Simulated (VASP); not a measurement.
# CdTe (F-43m) in VASP: notebook

CdTe is run at these levels: HSE06; tasks: single point.

Everything below comes from runs of VASP 6.6.1. Logs are shortened: lines on timing, memory, paths and dates and some standing lists are left out, and cuts for length are marked.

### 1 The cell of the first run

Symmetry: F-43m, No. 216, cubic system. Conventional cell: a = 6.439 Å, b = 6.439 Å, c = 6.439 Å, α = 90.00°, β = 90.00°, γ = 90.00°. Cd (site symmetry -43m) has 4 Te at 2.79 Å within 3.7 Å. Within 3.7 Å of Te (site symmetry -43m) lie 4 Cd at 2.79 Å.

### 2 Single point, HSE06 (33.37 Å³/atom)

File POSCAR:

```
CdTe
1.0
    0.0000000000      3.2194820155      3.2194820155
    3.2194820155      0.0000000000      3.2194820155
    3.2194820155      3.2194820155      0.0000000000
Cd Te
1 1
Direct
    0.0000000000      0.0000000000      0.0000000000
    0.2500000000      0.2500000000      0.2500000000
```

File INCAR.step1:

```
ALGO = Normal
EDIFF = 1E-5
ENCUT = 520
GGA = PE
ISIF = 2
ISMEAR = 0
LASPH = T
LREAL = F
LWAVE = T
NBANDS = 16
NELM = 80
PREC = Accurate
SIGMA = 0.02
```

File INCAR.step2:

```
ALGO = Normal
EDIFF = 1E-7
ENCUT = 520
GGA = PE
HFSCREEN = 0.2079
ISIF = 2
ISMEAR = 0
ISTART = 1
LASPH = T
LCHARG = T
LELF = T
LHFCALC = T
LREAL = F
LVHAR = T
LWAVE = F
NBANDS = 16
NELM = 80
PREC = Accurate
PRECFOCK = Normal
SIGMA = 0.02
```

File KPOINTS:

```
k-points
0
Gamma
  4 4 4
```

Potentials or basis: VASP PAW PBE potentials, release 64 (Cd, Te).

Command:

```sh
$ cat potpaw_PBE.64/Cd/POTCAR potpaw_PBE.64/Te/POTCAR > POTCAR
$ cp INCAR.step1 INCAR
$ mpirun -np 1 vasp_std > vasp.out
$ cp INCAR.step2 INCAR
$ mpirun -np 1 vasp_std > vasp.out
```

OUTCAR:

```text
EDIFF = 1E-7
   ENCUT = 520
   GGA = PE
   HFSCREEN = 0.2079
   ISIF = 2
   ISMEAR = 0
   ISTART = 1
   LASPH = T
   LHFCALC = T
   LREAL = F
   NELM = 80
   PREC = Accurate
   PRECFOCK = Normal

 ion  position               nearest neighbor table
   1  0.000  0.000  0.000-   2 2.79   2 2.79   2 2.79   2 2.79
   2  0.250  0.250  0.250-   1 2.79   1 2.79   1 2.79   1 2.79

  LATTYP: Found a face centered cubic cell.
 ALAT       =     6.4389640310

  Lattice vectors:

 A1 = (   0.0000000000,   3.2194820155,   3.2194820155)
 A2 = (   3.2194820155,   0.0000000000,   3.2194820155)
 A3 = (   3.2194820155,   3.2194820155,   0.0000000000)

Analysis of symmetry for initial positions (statically):
=====================================================================
 Subroutine PRICEL returns:
 Original cell was already a primitive cell.

 Routine SETGRP: Setting up the symmetry group for a
 face centered cubic supercell.

 Subroutine GETGRP returns: Found 24 space group operations
 (whereof 24 operations were pure point group operations)
 out of a pool of 48 trial point group operations.

The static configuration has the point symmetry T_d .

Analysis of symmetry for dynamics (positions and initial velocities):
=====================================================================
 Subroutine PRICEL returns:
 Original cell was already a primitive cell.

 Routine SETGRP: Setting up the symmetry group for a
 face centered cubic supercell.

 Subroutine GETGRP returns: Found 24 space group operations
 (whereof 24 operations were pure point group operations)
 out of a pool of 48 trial point group operations.

The dynamic configuration has the point symmetry T_d .

 Subroutine INISYM returns: Found 24 space group operations
 (whereof 24 operations are pure point group operations),
 and found     1 'primitive' translations

----------------------------------------------------------------------------------------

                                     Primitive cell

  volume of cell :      66.7403

  direct lattice vectors                    reciprocal lattice vectors
[... 72 lines left out ...]
   EDIFFG = 0.1E-05   stopping-criterion for IOM
   NSW    =      0    number of steps for IOM
   IBRION =     -1    ionic relax: 0-MD 1-quasi-New 2-CG
   NFREE  =      0    steps in history (QN), initial steepest desc. (CG)
   ISIF   =      2    stress and relaxation
   ISYM   =      3    0-nonsym 1-usesym 2-fastsym
   POTIM  = 0.5000    time-step for ionic-motion
   TEBEG  =    0.0;   TEEND  =   0.0 temperature during run
   PSTRESS=    0.0 pullay stress
   NELECT =      18.0000    total number of electrons
   NUPDOWN=      -1.0000    fix difference up-down
   EMIN   =  10.00;   EMAX   =-10.00  energy-range for DOS
   EFERMI =   0.00;   METHOD = LEGACY
   ISMEAR =     0;   SIGMA  =   0.02  broadening in eV -4-tet -1-fermi 0-gaus
   EFERMI_NEDOS =   21; number of points for ismear=-14 and -15
   IALGO  =     38    algorithm
   IMIX   =      1    mixing-type and parameters
     AMIX     =   0.40;   BMIX     =  1.00
     AMIX_MAG =   1.60;   BMIX_MAG =  1.00
  volume/ion in A,a.u.               =      33.37       225.19
  Fermi-wavevector in a.u.,A,eV,Ry     =   1.057717  1.998796 15.221738  1.118766
  Thomas-Fermi vector in A             =   2.193000
   LORBIT       =      0    0 simple, 1 ext, 2 COOP (PROOUT), +10 PAW based schemes
   GGA     = PE    functional components
   LHFCALC =     T    Hartree Fock is set to
   PRECFOCK=normal    Normal, Fast or Accurate (Low or Medium for compatibility)
   ENCUT4O =  -1.0   cutoff for four orbital integrals eV
   NKREDX  =     1    reduce k-point grid by
   NKREDY  =     1    reduce k-point grid by
   NKREDZ  =     1    reduce k-point grid by
   AEXX    =    0.2500 exact exchange contribution
   HFSCREEN=    0.2079 screening length (either q_TF or 0.3 A-1)
   HFSCREENC=   0.2079 screening length for correlation (either q_TF or 0.3 A-1)
   ENCUTFOCK=  -1.0 apply spherical cutoff to Coloumb kernel
   IVDW    =     0    specifies the selected vdW correction
   LEPSILON=     F    determine dielectric tensor
   LRPA    =     F    only Hartree local field effects (RPA)
 non-spin polarized calculation
 Gauss-broadening in eV      SIGMA  =   0.02
  energy-cutoff  :      520.00
  volume of cell :       66.74
 maximum number of plane-waves:      1812
 NGX is ok and might be reduce to    36
  NGX = 28; NGY = 28; NGZ = 28

 number of electron      17.9999994 magnetization

 Free energy of the ion-electron system (eV)
  ---------------------------------------------------
  ext. energy  EPLUGINS =         0.00000000
  ---------------------------------------------------
  free energy    TOTEN  =        -5.95889329 eV

  energy without entropy =       -5.95889329  energy(sigma->0) =       -5.95889329

 E-fermi :   2.1819     XC(G=0):  -7.2264

 val. band max:        2.0269769888   @ k =   0.0000   0.0000   0.0000
 cond. band min:       3.6558703869   @ k =   0.0000   0.0000   0.0000
 fundamental gap:      1.6288933981
 Fermi energy:         2.1818978918

 k-point     1 :       0.0000    0.0000    0.0000
  band No.  band energies     occupation
      1     -10.2241      2.00000
      2      -7.6348      2.00000
      3      -7.6348      2.00000
      4      -7.6348      2.00000
      5      -7.3563      2.00000
      6      -7.3563      2.00000
[... 129 lines left out ...]
      3      -7.4978      2.00000
      4      -7.3886      2.00000
      5      -7.3561      2.00000
      6      -6.6078      2.00000
[... 8 lines left out ...]
     15      14.3948      0.00000
     16      14.5065      0.00000

------------------------ aborting loop because EDIFF is reached ----------------------------------------

  FORCE on cell =-STRESS in cart. coord.  units (eV):
  Direction    XX          YY          ZZ          XY          YZ          ZX
  --------------------------------------------------------------------------------------
  -------------------------------------------------------------------------------------
  Total        1.1777131      1.1777131      1.1777131     -0.0000000      0.0000000     -0.0000000
  in kB       28.2723603     28.2723603     28.2723603     -0.0000000      0.0000000     -0.0000000
  external PRESSURE =      28.2723603 kB  Pullay stress =       0.0000000 kB

 VOLUME and BASIS-vectors are now :
 -----------------------------------------------------------------------------
  energy-cutoff  :      520.00
  volume of cell :       66.74
      direct lattice vectors                 reciprocal lattice vectors
     0.000000000  3.219482016  3.219482016    -0.155304486  0.155304486  0.155304486
     3.219482016  0.000000000  3.219482016     0.155304486 -0.155304486  0.155304486
     3.219482016  3.219482016  0.000000000     0.155304486  0.155304486 -0.155304486

 POSITION                                       TOTAL-FORCE (eV/Angst)
 -----------------------------------------------------------------------------------
      0.00000      0.00000      0.00000        -0.000000     -0.000000     -0.000000
      1.60974      1.60974      1.60974         0.000000      0.000000      0.000000
 -----------------------------------------------------------------------------------
    total drift:                               -0.000003     -0.000002     -0.000001

  FREE ENERGIE OF THE ION-ELECTRON SYSTEM (eV)
  ---------------------------------------------------
  free  energy   TOTEN  =        -5.9588932866 eV

  energy  without entropy=       -5.9588932866  energy(sigma->0) =       -5.95889329
```

Run time: 21 min. Hardware: 1 thread of Intel Xeon Platinum 8259CL at 2.50GHz (Skylake/Cascade Lake), shared host; peak memory 0.32 GiB.

What came out:

```
Free energy            : -5.9589 eV
Pressure               : 2.8 GPa
Band gap on the k mesh : 1.63 eV
```

Caveat: the k points lie up to 0.42 Å⁻¹ apart; the PAW data sets were made with another functional, which shifts forces and pressure a little; spin-orbit coupling is left out, which moves the levels of the heavy elements.

### 3 Single point, HSE06 (34.44 Å³/atom)

This run uses another cell than the first one, of 34.44 Å³/atom.

File POSCAR:

```
CdTe
1.0
    0.0000000000      3.2533737905      3.2533737905
    3.2533737905      0.0000000000      3.2533737905
    3.2533737905      3.2533737905      0.0000000000
Cd Te
1 1
Direct
    0.0000000000      0.0000000000      0.0000000000
    0.2500000000      0.2500000000      0.2500000000
```

File INCAR.step1:

```
SYSTEM = CdTe
ALGO = Normal
EDIFF = 1E-5
ENCUT = 520
GGA = PE
ISIF = 2
ISMEAR = 0
LASPH = .TRUE.
LCHARG = .FALSE.
LREAL = .FALSE.
LWAVE = .TRUE.
NBANDS = 16
NELM = 60
PREC = Accurate
SIGMA = 0.02
```

File INCAR.step2:

```
SYSTEM = CdTe
ALGO = Normal
EDIFF = 1E-6
ENCUT = 520
GGA = PE
HFSCREEN = 0.2079
ISIF = 2
ISMEAR = 0
ISTART = 1
LASPH = .TRUE.
LCHARG = .FALSE.
LHFCALC = .TRUE.
LREAL = .FALSE.
LWAVE = .FALSE.
NBANDS = 16
NELM = 60
PREC = Accurate
PRECFOCK = Normal
SIGMA = 0.02
```

File KPOINTS:

```
k-points
0
G
  4 4 4
  0 0 0
```

Potentials or basis: VASP PAW PBE potentials, release 64 (Cd, Te).

Command:

```sh
$ cat potpaw_PBE.64/Cd/POTCAR potpaw_PBE.64/Te/POTCAR > POTCAR
$ cp INCAR.step1 INCAR
$ mpirun -np 1 vasp_std > vasp.out
$ cp INCAR.step2 INCAR
$ mpirun -np 1 vasp_std > vasp.out
```

Run time: 13 min. Hardware: 1 thread of Intel Xeon Platinum 8259CL at 2.50GHz (Skylake/Cascade Lake), shared host; peak memory 0.32 GiB.

Results (log left out):

| Item | Value |
| --- | --- |
| Free energy | -5.9861 eV |
| Pressure | 1.3 GPa |
| Band gap on the k mesh | 1.52 eV |

Levels at points of the mesh, in eV from the valence-band top:
| k point | band 6 | band 7 | band 8 | band 9 | band 10 | band 11 | band 12 | band 13 |
| --- | --- | --- | --- | --- | --- | --- | --- | --- |
| (0.00, 0.00, 0.00) | -9.31 | 0.00 | 0.00 | 0.00 | 1.52 | 5.48 | 5.48 | 5.48 |
| (0.50, 0.00, 0.00) | -8.87 | -4.66 | -0.81 | -0.81 | 2.61 | 6.06 | 6.06 | 7.97 |
| (0.50, 0.50, 0.00) | -8.69 | -4.54 | -1.96 | -1.96 | 3.30 | 3.47 | 9.92 | 10.31 |

Caveat: the PAW data sets were made with another functional, which shifts forces and pressure a little; spin-orbit coupling is left out, which moves the levels of the heavy elements.
